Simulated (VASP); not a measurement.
# RbBr (Pm-3m) in VASP: single point with PBEsol

Aim: the single point of RbBr with PBEsol.

Program: VASP 6.6.1. These are calculated values, not measurements. Logs are shortened: lines on timing, memory, paths and dates and some standing lists are left out, and cuts for length are marked.

## 1. The cell of the first run

The structure is cubic, space group Pm-3m (No. 221). The conventional cell has a = 4.126 Å, b = 4.126 Å, c = 4.126 Å, α = 90.00°, β = 90.00°, γ = 90.00°. Rb (site symmetry m-3m) has 8 Br at 3.57 Å and 6 Rb at 4.13 Å within 4.7 Å. Br (site symmetry m-3m) has 8 Rb at 3.57 Å and 6 Br at 4.13 Å within 4.7 Å.

## 2. Single point, PBEsol

The input, INCAR:

```
PREC = Accurate ; ENCUT = 520
EDIFF = 1E-6 ; ISMEAR = 0
SIGMA = 0.05 ; LREAL = False
LASPH = True ; NELM = 80
ALGO = Normal ; ISIF = 2
LWAVE = False ; LCHARG = False
GGA = PS ; NBANDS = 15
```

The input, KPOINTS:

```
Automatic mesh
0
Gamma
  10 10 10
```

The input, POSCAR:

```
RbBr
1.0
    4.1260773000      0.0000000000      0.0000000000
    0.0000000000      4.1260773000      0.0000000000
    0.0000000000      0.0000000000      4.1260773000
Rb Br
1 1
Direct
    0.0000000000      0.0000000000      0.0000000000
    0.5000000000      0.5000000000      0.5000000000
```

Potentials or basis: VASP PAW PBE potentials, release 64 (Rb_sv, Br).

Launch:

```bash
$ cat potpaw_PBE.64/Rb_sv/POTCAR potpaw_PBE.64/Br/POTCAR > POTCAR
$ mpirun -np 1 vasp_std > vasp.out
```

OUTCAR:

```text
PREC = Accurate
   ENCUT = 520
   EDIFF = 1E-6
   ISMEAR = 0
   LREAL = False
   LASPH = True
   NELM = 80
   ISIF = 2
   GGA = PS

 ion  position               nearest neighbor table
   1  0.000  0.000  0.000-   2 3.57   2 3.57   2 3.57   2 3.57   2 3.57   2 3.57   2 3.57   2 3.57

   2  0.500  0.500  0.500-   1 3.57   1 3.57   1 3.57   1 3.57   1 3.57   1 3.57   1 3.57   1 3.57

  LATTYP: Found a simple cubic cell.
 ALAT       =     4.1260773000

  Lattice vectors:

 A1 = (   4.1260773000,   0.0000000000,   0.0000000000)
 A2 = (   0.0000000000,   4.1260773000,   0.0000000000)
 A3 = (   0.0000000000,   0.0000000000,   4.1260773000)

Analysis of symmetry for initial positions (statically):
=====================================================================
 Subroutine PRICEL returns:
 Original cell was already a primitive cell.

 Routine SETGRP: Setting up the symmetry group for a
 simple cubic supercell.

 Subroutine GETGRP returns: Found 48 space group operations
 (whereof 48 operations were pure point group operations)
 out of a pool of 48 trial point group operations.

The static configuration has the point symmetry O_h .

Analysis of symmetry for dynamics (positions and initial velocities):
=====================================================================
 Subroutine PRICEL returns:
 Original cell was already a primitive cell.

 Routine SETGRP: Setting up the symmetry group for a
 simple cubic supercell.

 Subroutine GETGRP returns: Found 48 space group operations
 (whereof 48 operations were pure point group operations)
 out of a pool of 48 trial point group operations.

The dynamic configuration has the point symmetry O_h .

 Subroutine INISYM returns: Found 48 space group operations
 (whereof 48 operations are pure point group operations),
 and found     1 'primitive' translations

----------------------------------------------------------------------------------------

                                     Primitive cell

  volume of cell :      70.2445

  direct lattice vectors                    reciprocal lattice vectors
     4.126077300  0.000000000  0.000000000     0.242360947  0.000000000  0.000000000
     0.000000000  4.126077300  0.000000000     0.000000000  0.242360947  0.000000000
     0.000000000  0.000000000  4.126077300     0.000000000  0.000000000  0.242360947

  length of vectors
     4.126077300  4.126077300  4.126077300     0.242360947  0.242360947  0.242360947

  position of ions in fractional coordinates (direct lattice)
     0.000000000  0.000000000  0.000000000
     0.500000000  0.500000000  0.500000000

  ion indices of the primitive-cell ions
   primitive index   ion index
                 1           1
                 2           2

----------------------------------------------------------------------------------------

 KPOINTS: Automatic mesh

Automatic generation of k-mesh.
 Grid dimensions read from file:
 generate k-points for:   10   10   10

 Generating k-lattice:

  Cartesian coordinates                     Fractional coordinates (reciprocal lattice)
     0.024236095  0.000000000  0.000000000     0.100000000  0.000000000  0.000000000
     0.000000000  0.024236095  0.000000000     0.000000000  0.100000000  0.000000000
     0.000000000  0.000000000  0.024236095     0.000000000  0.000000000  0.100000000

  Length of vectors
     0.024236095  0.024236095  0.024236095

  Shift w.r.t. Gamma in fractional coordinates (k-lattice)
     0.000000000  0.000000000  0.000000000

 Subroutine IBZKPT returns following result:
 ===========================================

 Found     56 irreducible k-points:

 Following reciprocal coordinates:
            Coordinates               Weight
  0.000000  0.000000  0.000000      1.000000
  0.100000  0.000000  0.000000      6.000000
  0.200000  0.000000  0.000000      6.000000
  0.300000  0.000000  0.000000      6.000000
  0.400000  0.000000  0.000000      6.000000
  0.500000  0.000000  0.000000      3.000000
[... 16 lines left out ...]
  0.200000  0.100000  0.100000     24.000000
  0.300000  0.100000  0.100000     24.000000
 [... further k-points ...]
   k-points           NKPTS =     56   k-points in BZ     NKDIM =     56   number of bands    NBANDS=     15
   number of dos      NEDOS =    301   number of ions     NIONS =      2
   total plane-waves  NPLWV =  32768
   dimension x,y,z NGX =    32 NGY =   32 NGZ =   32
   dimension x,y,z NGXF=    64 NGYF=   64 NGZF=   64
   ions per type =               1   1
   NGX,Y,Z   is equivalent  to a cutoff of  12.89, 12.89, 12.89 a.u.
   NGXF,Y,Z  is equivalent  to a cutoff of  25.79, 25.79, 25.79 a.u.
 SYSTEM =  unknown system
   PREC   = accura    normal or accurate (medium, high low for compatibility)
   ISTART =      0    job   : 0-new  1-cont  2-samecut
   ICHARG =      2    charge: 1-file 2-atom 10-const
   ISPIN  =      1    spin polarized calculation?
   LNONCOLLINEAR =      F non collinear calculations
   LSORBIT =      F    spin-orbit coupling
   LASPH  =      T    aspherical Exc in radial PAW
   ENCUT  =  520.0 eV  38.22 Ry    6.18 a.u.   7.67  7.67  7.67*2*pi/ulx,y,z
   NELM   =     80;   NELMIN=  2; NELMDL= -5     # of ELM steps
   EDIFF  = 0.1E-05   stopping-criterion for ELM
   LREAL  =      F    real-space projection
   EDIFFG = 0.1E-04   stopping-criterion for IOM
   NSW    =      0    number of steps for IOM
   IBRION =     -1    ionic relax: 0-MD 1-quasi-New 2-CG
   NFREE  =      0    steps in history (QN), initial steepest desc. (CG)
   ISIF   =      2    stress and relaxation
   ISYM   =      2    0-nonsym 1-usesym 2-fastsym
   POTIM  = 0.5000    time-step for ionic-motion
   TEBEG  =    0.0;   TEEND  =   0.0 temperature during run
   PSTRESS=    0.0 pullay stress
   NELECT =      16.0000    total number of electrons
   NUPDOWN=      -1.0000    fix difference up-down
   EMIN   =  10.00;   EMAX   =-10.00  energy-range for DOS
   EFERMI =   0.00;   METHOD = LEGACY
   ISMEAR =     0;   SIGMA  =   0.05  broadening in eV -4-tet -1-fermi 0-gaus
   EFERMI_NEDOS =   21; number of points for ismear=-14 and -15
   IALGO  =     38    algorithm
   IMIX   =      4    mixing-type and parameters
     AMIX     =   0.40;   BMIX     =  1.00
     AMIX_MAG =   1.60;   BMIX_MAG =  1.00
  volume/ion in A,a.u.               =      35.12       237.02
  Fermi-wavevector in a.u.,A,eV,Ry     =   0.999795  1.889338 13.600238  0.999589
  Thomas-Fermi vector in A             =   2.132108
   LORBIT       =      0    0 simple, 1 ext, 2 COOP (PROOUT), +10 PAW based schemes
   GGA     = PS    functional components
   LHFCALC =     F    Hartree Fock is set to
   AEXX    =    0.0000 exact exchange contribution
   IVDW    =     0    specifies the selected vdW correction
   LEPSILON=     F    determine dielectric tensor
   LRPA    =     F    only Hartree local field effects (RPA)
 non-spin polarized calculation
 Gauss-broadening in eV      SIGMA  =   0.05
  energy-cutoff  :      520.00
  volume of cell :       70.24
 maximum number of plane-waves:      1924
 NGX is ok and might be reduce to    32
   NGX = 15   NGY = 15   NGZ = 15

 number of electron      16.0000002 magnetization

 Free energy of the ion-electron system (eV)
  ---------------------------------------------------
  ext. energy  EPLUGINS =         0.00000000
  ---------------------------------------------------
  free energy    TOTEN  =        -6.29671835 eV

  energy without entropy =       -6.29671835  energy(sigma->0) =       -6.29671835

 E-fermi :  -0.4541     XC(G=0):  -8.1193

 val. band max:       -0.7687438071   @ k =   0.5000   0.5000   0.0000
 cond. band min:       3.1352177519   @ k =   0.0000   0.0000   0.0000
 fundamental gap:      3.9039615590
 Fermi energy:        -0.4540964351

 k-point     1 :       0.0000    0.0000    0.0000
  band No.  band energies     occupation
      1     -25.7956      2.00000
      2     -13.4062      2.00000
      3      -9.7883      2.00000
      4      -9.7883      2.00000
      5      -9.7883      2.00000
      6      -0.9258      2.00000
      7      -0.9258      2.00000
      8      -0.9258      2.00000
      9       3.1352      0.00000
     10       4.6932      0.00000
     11       4.6932      0.00000
     12       9.1344      0.00000
     13       9.1344      0.00000
     14       9.1344      0.00000
     15      11.8377      0.00000

 k-point     2 :       0.1000    0.0000    0.0000
  band No.  band energies     occupation
      1     -25.7936      2.00000
      2     -13.4052      2.00000
      3      -9.8035      2.00000
      4      -9.7837      2.00000
      5      -9.7837      2.00000
      6      -1.1394      2.00000
      7      -0.9327      2.00000
      8      -0.9327      2.00000
      9       3.4005      0.00000
     10       4.7697      0.00000
     11       4.9215      0.00000
     12       9.0724      0.00000
     13       9.0724      0.00000
     14       9.1916      0.00000
     15      11.2414      0.00000

 k-point     3 :       0.2000    0.0000    0.0000
  band No.  band energies     occupation
      1     -25.7884      2.00000
      2     -13.4031      2.00000
      3      -9.8411      2.00000
      4      -9.7714      2.00000
      5      -9.7714      2.00000
      6      -1.6097      2.00000
      7      -0.9512      2.00000
      8      -0.9512      2.00000
      9       4.0426      0.00000
     10       4.9950      0.00000
     11       5.5321      0.00000
     12       8.9556      0.00000
     13       8.9556      0.00000
     14       9.3545      0.00000
     15      10.1501      0.00000

 k-point     4 :       0.3000    0.0000    0.0000
  band No.  band energies     occupation
      1     -25.7819      2.00000
      2     -13.4015      2.00000
      3      -9.8834      2.00000
      4      -9.7562      2.00000
      5      -9.7562      2.00000
      6      -2.0841      2.00000
      7      -0.9749      2.00000
      8      -0.9749      2.00000
      9       4.8539      0.00000
     10       5.3515      0.00000
     11       6.2800      0.00000
     12       8.9018      0.00000
     13       8.9018      0.00000
     14       9.0778      0.00000
     15       9.5913      0.00000
[... 307 lines left out ...]
 k-point    22 :       0.1000    0.1000    0.1000
  band No.  band energies     occupation
      1     -25.7897      2.00000
      2     -13.3990      2.00000
      3      -9.8146      2.00000
      4      -9.8146      2.00000
      5      -9.7648      2.00000
      6      -1.2639      2.00000
      7      -1.0560      2.00000
      8      -1.0560      2.00000
      9       3.8564      0.00000
     10       5.1339      0.00000
     11       5.1339      0.00000
     12       8.7427      0.00000
     13       8.7427      0.00000
     14       9.5643      0.00000
     15      11.4570      0.00000

 k-point    23 :       0.2000    0.1000    0.1000
  band No.  band energies     occupation
      1     -25.7845      2.00000
      2     -13.3896      2.00000
      3      -9.8630      2.00000
      4      -9.8014      2.00000
      5      -9.7622      2.00000
      6      -1.5975      2.00000
      7      -1.0987      2.00000
      8      -1.0765      2.00000
      9       4.3910      0.00000
     10       5.3239      0.00000
     11       5.7149      0.00000
     12       8.4828      0.00000
     13       8.5163      0.00000
     14       9.5078      0.00000
     15      10.7559      0.00000

 k-point    24 :       0.3000    0.1000    0.1000
  band No.  band energies     occupation
      1     -25.7781      2.00000
      2     -13.3789      2.00000
      3      -9.9109      2.00000
      4      -9.7851      2.00000
      5      -9.7674      2.00000
      6      -2.0109      2.00000
      7      -1.1027      2.00000
      8      -1.0709      2.00000
      9       5.0592      0.00000
     10       5.6145      0.00000
     11       6.3921      0.00000
     12       8.2571      0.00000
     13       8.3937      0.00000
     14       9.0954      0.00000
     15      10.0466      0.00000

 [... further k-points ...]

------------------------ aborting loop because EDIFF is reached ----------------------------------------

  FORCE on cell =-STRESS in cart. coord.  units (eV):
  Direction    XX          YY          ZZ          XY          YZ          ZX
  --------------------------------------------------------------------------------------
  -------------------------------------------------------------------------------------
  Total       -0.2482479     -0.2482479     -0.2482479      0.0000000      0.0000000     -0.0000000
  in kB       -5.6621843     -5.6621843     -5.6621843      0.0000000      0.0000000     -0.0000000
  external PRESSURE =      -5.6621843 kB  Pullay stress =       0.0000000 kB

 VOLUME and BASIS-vectors are now :
 -----------------------------------------------------------------------------
  energy-cutoff  :      520.00
  volume of cell :       70.24
      direct lattice vectors                 reciprocal lattice vectors
     4.126077300  0.000000000  0.000000000     0.242360947  0.000000000  0.000000000
     0.000000000  4.126077300  0.000000000     0.000000000  0.242360947  0.000000000
     0.000000000  0.000000000  4.126077300     0.000000000  0.000000000  0.242360947

 POSITION                                       TOTAL-FORCE (eV/Angst)
 -----------------------------------------------------------------------------------
      0.00000      0.00000      0.00000         0.000000      0.000000      0.000000
      2.06304      2.06304      2.06304         0.000000      0.000000      0.000000
 -----------------------------------------------------------------------------------
    total drift:                                0.000000      0.000000     -0.000000

  FREE ENERGIE OF THE ION-ELECTRON SYSTEM (eV)
  ---------------------------------------------------
  free  energy   TOTEN  =        -6.2967183513 eV

  energy  without entropy=       -6.2967183513  energy(sigma->0) =       -6.29671835
```

Run time: 76 s. Hardware: 1 thread of AMD EPYC 7R13, shared host; peak memory 0.18 GiB.

What came out:

```
Free energy            : -6.2967 eV
Pressure               : -0.6 GPa
Band gap on the k mesh : 3.90 eV (least direct gap 4.06 eV)
```

Levels at points of the mesh, in eV from the valence-band top:
| k point | band 4 | band 5 | band 6 | band 7 | band 8 | band 9 | band 10 | band 11 | band 12 | band 13 |
| --- | --- | --- | --- | --- | --- | --- | --- | --- | --- | --- |
| (0.00, 0.00, 0.00) | -9.02 | -9.02 | -0.16 | -0.16 | -0.16 | 3.90 | 5.46 | 5.46 | 9.90 | 9.90 |
| (0.50, 0.00, 0.00) | -8.97 | -8.97 | -1.76 | -0.23 | -0.23 | 6.79 | 6.93 | 7.53 | 8.57 | 9.80 |
| (0.50, 0.50, 0.00) | -9.34 | -8.94 | -1.07 | -1.07 | 0.00 | 5.18 | 6.09 | 7.89 | 7.89 | 10.65 |
| (0.50, 0.50, 0.50) | -9.25 | -9.25 | -1.37 | -1.37 | -1.37 | 8.09 | 8.09 | 8.09 | 9.29 | 9.29 |

Caveat: the PAW data sets were made with another functional, which shifts forces and pressure a little. A k mesh can miss the band edges.
